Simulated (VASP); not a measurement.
# TePbS4 (P4/mmm) in VASP: a series of runs

Runs on TePbS4. Level: PBE. Tasks: single point, relaxation of cell and atoms.

All numbers are computed with VASP 6.6.1; they aren't measurements. Logs are shortened: lines on timing, memory, paths and dates and some standing lists are left out, and cuts for length are marked.

## (1) The cell of the first run

The structure is tetragonal, space group P4/mmm (No. 123). The conventional cell has a = 7.225 Å, b = 7.225 Å, c = 5.537 Å, α = 90.00°, β = 90.00°, γ = 90.00°. Within 3.2 Å of Te (site symmetry 4/mmm) lie 4 S at 2.46 Å. Within 3.5 Å of Pb (site symmetry 4/mmm) lie 4 S at 2.65 Å. Within 3.2 Å of S (site symmetry m2m) lie 1 Te at 2.46 Å and 1 Pb at 2.65 Å.

## (2) Single point, PBE

Input file INCAR:

```
SYSTEM = TePbS4
PREC = Accurate
ENCUT = 500
EDIFF = 1E-6
ISMEAR = 0
SIGMA = 0.15
LREAL = .False.
LASPH = .True.
NELM = 120
ALGO = Normal
ISIF = 2
LWAVE = .False.
LCHARG = .True.
GGA = PE
LELF = .True.
LVHAR = .True.
NBANDS = 31
GGA_COMPAT = .False.
```

Input file KPOINTS:

```
regular mesh
0
Gamma
  2 2 3
  0 0 0
```

Input file POSCAR:

```
TePbS4
1.0
    7.2248139915      0.0000000000      0.0000000000
    0.0000000000      7.2248139915      0.0000000000
    0.0000000000      0.0000000000      5.5368377275
Te Pb S
1 1 4
Direct
    0.5000000000      0.5000000000      0.0000000000
    0.0000000000      0.0000000000      0.0000000000
    0.7406409504      0.7406409504      0.0000000000
    0.2593590496      0.2593590496      0.0000000000
    0.2593590496      0.7406409504      0.0000000000
    0.7406409504      0.2593590496      0.0000000000
```

Potentials or basis: VASP PAW PBE potentials, release 64 (Te, Pb_d, S).

Command:

```sh
cat potpaw_PBE.64/Te/POTCAR potpaw_PBE.64/Pb_d/POTCAR potpaw_PBE.64/S/POTCAR > POTCAR
mpirun -np 1 vasp_std > vasp.out
```

OUTCAR:

```text
SYSTEM = TePbS4
   PREC = Accurate
   ENCUT = 500
   EDIFF = 1E-6
   ISMEAR = 0
   LREAL = .False.
   LASPH = .True.
   NELM = 120
   ISIF = 2
   GGA = PE

 ion  position               nearest neighbor table
   1  0.500  0.500  0.000-   3 2.46   4 2.46   5 2.46   6 2.46
   2  0.000  0.000  0.000-   3 2.65   4 2.65   5 2.65   6 2.65
   3  0.741  0.741  0.000-   1 2.46   2 2.65
   4  0.259  0.259  0.000-   1 2.46   2 2.65
   5  0.259  0.741  0.000-   1 2.46   2 2.65
   6  0.741  0.259  0.000-   1 2.46   2 2.65

  LATTYP: Found a simple tetragonal cell.
 ALAT       =     7.2248139915
 C/A-ratio  =     0.7663640523

  Lattice vectors:

 A1 = (   7.2248139915,   0.0000000000,   0.0000000000)
 A2 = (   0.0000000000,   7.2248139915,   0.0000000000)
 A3 = (   0.0000000000,   0.0000000000,   5.5368377275)

Analysis of symmetry for initial positions (statically):
=====================================================================
 Subroutine PRICEL returns:
 Original cell was already a primitive cell.

 Routine SETGRP: Setting up the symmetry group for a
 simple tetragonal supercell.

 Subroutine GETGRP returns: Found 16 space group operations
 (whereof 16 operations were pure point group operations)
 out of a pool of 16 trial point group operations.

The static configuration has the point symmetry D_4h.

Analysis of symmetry for dynamics (positions and initial velocities):
=====================================================================
 Subroutine PRICEL returns:
 Original cell was already a primitive cell.

 Routine SETGRP: Setting up the symmetry group for a
 simple tetragonal supercell.

 Subroutine GETGRP returns: Found 16 space group operations
 (whereof 16 operations were pure point group operations)
 out of a pool of 16 trial point group operations.

The dynamic configuration has the point symmetry D_4h.

 Subroutine INISYM returns: Found 16 space group operations
 (whereof 16 operations are pure point group operations),
 and found     1 'primitive' translations

----------------------------------------------------------------------------------------

                                     Primitive cell

  volume of cell :     289.0115

  direct lattice vectors                    reciprocal lattice vectors
     7.224813991  0.000000000  0.000000000     0.138411868  0.000000000  0.000000000
     0.000000000  7.224813991  0.000000000     0.000000000  0.138411868  0.000000000
     0.000000000  0.000000000  5.536837728     0.000000000  0.000000000  0.180608508

  length of vectors
     7.224813991  7.224813991  5.536837728     0.138411868  0.138411868  0.180608508

  position of ions in fractional coordinates (direct lattice)
     0.500000000  0.500000000  0.000000000
     0.000000000  0.000000000  0.000000000
     0.740640950  0.740640950  0.000000000
     0.259359050  0.259359050  0.000000000
     0.259359050  0.740640950  0.000000000
     0.740640950  0.259359050  0.000000000

  ion indices of the primitive-cell ions
   primitive index   ion index
                 1           1
                 2           2
                 3           3
                 4           4
                 5           5
                 6           6

----------------------------------------------------------------------------------------

 KPOINTS: regular mesh

Automatic generation of k-mesh.
 Grid dimensions read from file:
 generate k-points for:    2    2    3

 Generating k-lattice:

  Cartesian coordinates                     Fractional coordinates (reciprocal lattice)
     0.069205934  0.000000000  0.000000000     0.500000000  0.000000000  0.000000000
     0.000000000  0.069205934  0.000000000     0.000000000  0.500000000  0.000000000
     0.000000000  0.000000000  0.060202836     0.000000000  0.000000000  0.333333333

  Length of vectors
     0.069205934  0.069205934  0.060202836

  Shift w.r.t. Gamma in fractional coordinates (k-lattice)
     0.000000000  0.000000000  0.000000000

 Subroutine IBZKPT returns following result:
 ===========================================

 Found      6 irreducible k-points:

 Following reciprocal coordinates:
            Coordinates               Weight
  0.000000  0.000000  0.000000      1.000000
  0.500000  0.000000  0.000000      2.000000
  0.500000  0.500000  0.000000      1.000000
  0.000000  0.000000  0.333333      2.000000
  0.500000  0.000000  0.333333      4.000000
  0.500000  0.500000  0.333333      2.000000
   k-points           NKPTS =      6   k-points in BZ     NKDIM =      6   number of bands    NBANDS=     31
   number of dos      NEDOS =    301   number of ions     NIONS =      6
   total plane-waves  NPLWV = 116640
   dimension x,y,z NGX =    54 NGY =   54 NGZ =   40
   dimension x,y,z NGXF=   108 NGYF=  108 NGZF=   80
   ions per type =               1   1   4
   NGX,Y,Z   is equivalent  to a cutoff of  12.43, 12.43, 12.01 a.u.
   NGXF,Y,Z  is equivalent  to a cutoff of  24.85, 24.85, 24.02 a.u.
 SYSTEM =  TePbS4
   PREC   = accura    normal or accurate (medium, high low for compatibility)
   ISTART =      0    job   : 0-new  1-cont  2-samecut
   ICHARG =      2    charge: 1-file 2-atom 10-const
   ISPIN  =      1    spin polarized calculation?
   LNONCOLLINEAR =      F non collinear calculations
   LSORBIT =      F    spin-orbit coupling
   LASPH  =      T    aspherical Exc in radial PAW
   ENCUT  =  500.0 eV  36.75 Ry    6.06 a.u.  13.17 13.17 10.09*2*pi/ulx,y,z
   NELM   =    120;   NELMIN=  2; NELMDL= -5     # of ELM steps
   EDIFF  = 0.1E-05   stopping-criterion for ELM
   LREAL  =      F    real-space projection
   EDIFFG = 0.1E-04   stopping-criterion for IOM
   NSW    =      0    number of steps for IOM
   IBRION =     -1    ionic relax: 0-MD 1-quasi-New 2-CG
   NFREE  =      0    steps in history (QN), initial steepest desc. (CG)
   ISIF   =      2    stress and relaxation
   ISYM   =      2    0-nonsym 1-usesym 2-fastsym
   POTIM  = 0.5000    time-step for ionic-motion
   TEBEG  =    0.0;   TEEND  =   0.0 temperature during run
   PSTRESS=    0.0 pullay stress
   NELECT =      44.0000    total number of electrons
   NUPDOWN=      -1.0000    fix difference up-down
   EMIN   =  10.00;   EMAX   =-10.00  energy-range for DOS
   EFERMI =   0.00;   METHOD = LEGACY
   ISMEAR =     0;   SIGMA  =   0.15  broadening in eV -4-tet -1-fermi 0-gaus
   EFERMI_NEDOS =   21; number of points for ismear=-14 and -15
   IALGO  =     38    algorithm
   IMIX   =      4    mixing-type and parameters
     AMIX     =   0.40;   BMIX     =  1.00
     AMIX_MAG =   1.60;   BMIX_MAG =  1.00
  volume/ion in A,a.u.               =      48.17       325.06
  Fermi-wavevector in a.u.,A,eV,Ry     =   0.874153  1.651909 10.396798  0.764143
  Thomas-Fermi vector in A             =   1.993644
   LORBIT       =      0    0 simple, 1 ext, 2 COOP (PROOUT), +10 PAW based schemes
   GGA     = PE    functional components
   LHFCALC =     F    Hartree Fock is set to
   AEXX    =    0.0000 exact exchange contribution
   IVDW    =     0    specifies the selected vdW correction
   LEPSILON=     F    determine dielectric tensor
   LRPA    =     F    only Hartree local field effects (RPA)
 non-spin polarized calculation
 Gauss-broadening in eV      SIGMA  =   0.15
  energy-cutoff  :      500.00
  volume of cell :      289.01
 maximum number of plane-waves:      7360
 NGX is ok and might be reduce to    54
   NGX = 27   NGY = 27   NGZ = 21

 number of electron      44.0000001 magnetization

 Free energy of the ion-electron system (eV)
  ---------------------------------------------------
  ext. energy  EPLUGINS =         0.00000000
  ---------------------------------------------------
  free energy    TOTEN  =       -19.81620560 eV

  energy without entropy =      -19.76097100  energy(sigma->0) =      -19.78858830

 E-fermi :  -0.5705     XC(G=0):  -6.1346

 val. band max:       -0.5764938124   @ k =   0.5000   0.0000   0.3333
 cond. band min:      -0.3742251731   @ k =   0.5000   0.5000   0.0000
 fundamental gap:      0.2022686394
 Fermi energy:        -0.5705405205

 k-point     1 :       0.0000    0.0000    0.0000
  band No.  band energies     occupation
      1     -17.5326      2.00000
      2     -17.5260      2.00000
      3     -17.4003      2.00000
      4     -17.4003      2.00000
      5     -17.2992      2.00000
      6     -14.5099      2.00000
[... 23 lines left out ...]
     30       6.0422      0.00000
     31       6.0836      0.00000

 k-point     2 :       0.5000    0.0000    0.0000
  band No.  band energies     occupation
      1     -17.5341      2.00000
      2     -17.5244      2.00000
      3     -17.4003      2.00000
      4     -17.4003      2.00000
      5     -17.2991      2.00000
      6     -14.4414      2.00000
[... 23 lines left out ...]
     30       5.0114      0.00000
     31       5.0466      0.00000

 k-point     3 :       0.5000    0.5000    0.0000
  band No.  band energies     occupation
      1     -17.5380      2.00000
      2     -17.5237      2.00000
      3     -17.4003      2.00000
      4     -17.4003      2.00000
      5     -17.2991      2.00000
      6     -14.3481      2.00000
[... 23 lines left out ...]
     30       5.2464      0.00000
     31       5.2464      0.00000

 k-point     4 :       0.0000    0.0000    0.3333
  band No.  band energies     occupation
      1     -17.5325      2.00000
      2     -17.5252      2.00000
      3     -17.4005      2.00000
      4     -17.4005      2.00000
      5     -17.2992      2.00000
      6     -14.5045      2.00000
[... 23 lines left out ...]
     30       6.1417      0.00000
     31       6.1599      0.00000

 k-point     5 :       0.5000    0.0000    0.3333
  band No.  band energies     occupation
      1     -17.5341      2.00000
      2     -17.5236      2.00000
      3     -17.4005      2.00000
      4     -17.4005      2.00000
      5     -17.2991      2.00000
      6     -14.4364      2.00000
[... 23 lines left out ...]
     30       5.2186      0.00000
     31       5.5107      0.00000

 k-point     6 :       0.5000    0.5000    0.3333
  band No.  band energies     occupation
      1     -17.5379      2.00000
      2     -17.5229      2.00000
      3     -17.4005      2.00000
      4     -17.4005      2.00000
      5     -17.2991      2.00000
      6     -14.3431      2.00000
[... 23 lines left out ...]
     30       5.8114      0.00000
     31       6.5865      0.00000

------------------------ aborting loop because EDIFF is reached ----------------------------------------

  FORCE on cell =-STRESS in cart. coord.  units (eV):
  Direction    XX          YY          ZZ          XY          YZ          ZX
  --------------------------------------------------------------------------------------
  -------------------------------------------------------------------------------------
  Total       -0.7254767     -0.7254767      0.0827370      0.0000000     -0.0000000      0.0000000
  in kB       -4.0217857     -4.0217857      0.4586646      0.0000000     -0.0000000      0.0000000
  external PRESSURE =      -2.5283023 kB  Pullay stress =       0.0000000 kB

 VOLUME and BASIS-vectors are now :
 -----------------------------------------------------------------------------
  energy-cutoff  :      500.00
  volume of cell :      289.01
      direct lattice vectors                 reciprocal lattice vectors
     7.224813991  0.000000000  0.000000000     0.138411868  0.000000000  0.000000000
     0.000000000  7.224813991  0.000000000     0.000000000  0.138411868  0.000000000
     0.000000000  0.000000000  5.536837728     0.000000000  0.000000000  0.180608508

 POSITION                                       TOTAL-FORCE (eV/Angst)
 -----------------------------------------------------------------------------------
      3.61241      3.61241      0.00000         0.000000      0.000000      0.000000
      0.00000      0.00000      0.00000         0.000000      0.000000      0.000000
      5.35099      5.35099      0.00000         0.007175      0.007175     -0.000000
      1.87382      1.87382      0.00000        -0.007175     -0.007175      0.000000
      1.87382      5.35099      0.00000        -0.007175      0.007175      0.000000
      5.35099      1.87382      0.00000         0.007175     -0.007175     -0.000000
 -----------------------------------------------------------------------------------
    total drift:                                0.000000     -0.000000      0.000000

  FREE ENERGIE OF THE ION-ELECTRON SYSTEM (eV)
  ---------------------------------------------------
  free  energy   TOTEN  =       -19.8162055976 eV

  energy  without entropy=      -19.7609709972  energy(sigma->0) =      -19.78858830
```

Run time: 43 s. Hardware: 1 thread of Intel Xeon Platinum 8488C (Sapphire Rapids), shared host; peak memory 0.35 GiB.

What came out:

| Property | Result |
| --- | --- |
| Free energy | -19.8162 eV |
| Pressure | -0.3 GPa |
| Largest force | 0.010 eV/Å |
| Band gap on the k mesh | zero (band 22 reaches -0.36 eV, above the bottom of band 23 at -0.58 eV) |

Forces in eV/Å, atoms in the order of the input:
```
Te   0.000  0.000  0.000
Pb   0.000  0.000  0.000
S    0.007  0.007  0.000
S   -0.007 -0.007  0.000
S   -0.007  0.007  0.000
S    0.007 -0.007  0.000
```

Caveat: the k points lie up to 0.43 Å⁻¹ apart; spin-orbit coupling is left out, which moves the levels of the heavy elements.

(Part 1 of 2 ends here.)
